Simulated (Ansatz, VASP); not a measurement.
**NbAs in VASP and in Ansatz**

INCAR

```
SYSTEM = NbAs
PREC = Accurate ; ENCUT = 520
EDIFF = 1E-6 ; ISMEAR = 0
SIGMA = 0.05 ; LREAL = .False.
LASPH = .True. ; NELM = 100
ALGO = Normal ; ISIF = 2
LWAVE = .False. ; LCHARG = .False.
GGA = PS ; NBANDS = 16
```

KPOINTS

```
regular mesh
0
Gamma
  10 10 10
  0 0 0
```

The input POSCAR:

```
NbAs
1.0
   -0.0287176208      2.8717620844      2.8717620844
    2.8430444636      0.0000000000      2.8430444636
    2.8717620844      2.8717620844     -0.0287176208
Nb As
1 1
Direct
    0.0000000000      0.0000000000      0.0000000000
    0.2500000000      0.2500000000      0.2500000000
```

Input for Ansatz:

```yaml
crystal:
  lattice:
    - [-0.0287176208, 2.8717620844, 2.8717620844]
    - [2.8430444636, 0.0, 2.8430444636]
    - [2.8717620844, 2.8717620844, -0.0287176208]
  atoms:
    - { symbol: Nb, position: [0.0, 0.0, 0.0] }
    - { symbol: As, position: [0.25, 0.25, 0.25] }
basis:
  ecutwfc: 420
  ecutrho_ratio: 4
kpoints:
  mp_grid: { grid: [10, 10, 10] }
hamiltonian:
  xc: pbesol
scf:
  occupations: { method: gaussian, width: 0.05 }
output:
  forces: true
  stress: true
  eigenvalues: true
```

Change from the starting cell: strain e5 = -0.02, atoms carried along.

Alike in both runs: task single point; functional PBEsol; k mesh 10 × 10 × 10; occupations gaussian, width 0.05 eV; no spin polarisation.

```csv
,VASP,Ansatz
version,VASP 6.6.1,Ansatz 0.2.0
potentials or method,"VASP PAW PBE potentials, release 64 (Nb_sv, As), cutoff 520 eV","scalar-relativistic, plane waves, PAW"
valence electrons in the cell,18,28
```

```csv
,VASP,Ansatz,Ansatz less VASP
gap on the k mesh at the Fermi level (eV),none,none,-
pressure (GPa),0.2,0.1,-0.16
"traceless stress, the component that is largest in VASP (GPa)",1.42,1.40,-0.015
rms of the force components (eV/Å),0.201,0.199,-0.0019
```

VASP's potentials were made for PBE, not for PBEsol. Atom by atom the forces differ by 0.002 eV/Å (rms over components). A gap of «none» marks a metal or a gap that the smearing closes. VASP's potentials hold 18 valence electrons a cell and Ansatz's 28, so a difference there can come from the potentials and not from the codes.
